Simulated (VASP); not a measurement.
WC, 2 atoms in the cell. It takes space group Fm-3m (No. 225, cubic). Conventional cell: a = 4.385 Å, b = 4.385 Å, c = 4.385 Å, α = 90.00°, β = 90.00°, γ = 90.00°. W (site symmetry m-3m) has 6 C at 2.19 Å within 2.9 Å. Within 2.9 Å of C (site symmetry m-3m) lie 6 W at 2.19 Å. 

| Item | Value |
| --- | --- |
| Program | VASP 6.6.1 |
| Task | relaxation of cell and atoms |
| Functional | PBE |
| Potentials or basis | VASP PAW PBE potentials, release 64 (W_sv, C) |
| Cutoff | 600 eV |
| k mesh | 10 × 10 × 10 |
| Occupations | fermi-dirac, width 0.05 eV |
| Spin | no spin polarisation |
| Dipole correction | no |
| Further INCAR settings | ALGO = Normal; EDIFF = 1e-07; IBRION = 2; EDIFFG = -0.01; NSW = 60; ISIF = 3 |

Potentials or basis: VASP PAW PBE potentials, release 64 (W_sv, C).

The run is started by

```sh
$ cat potpaw_PBE.64/W_sv/POTCAR potpaw_PBE.64/C/POTCAR > POTCAR
$ mpirun -np 1 vasp_std > vasp.out
```

Hardware: 1 thread of Intel Xeon 6975P-C, with other jobs on the host.

**Question.** How long does it take, and how much memory?

**Answer.** Wall time 38 s on 1 thread of Intel Xeon 6975P-C, on a shared host, peak memory 0.17 GiB. Counts: scf iterations 29, k points 47, ion steps 3.
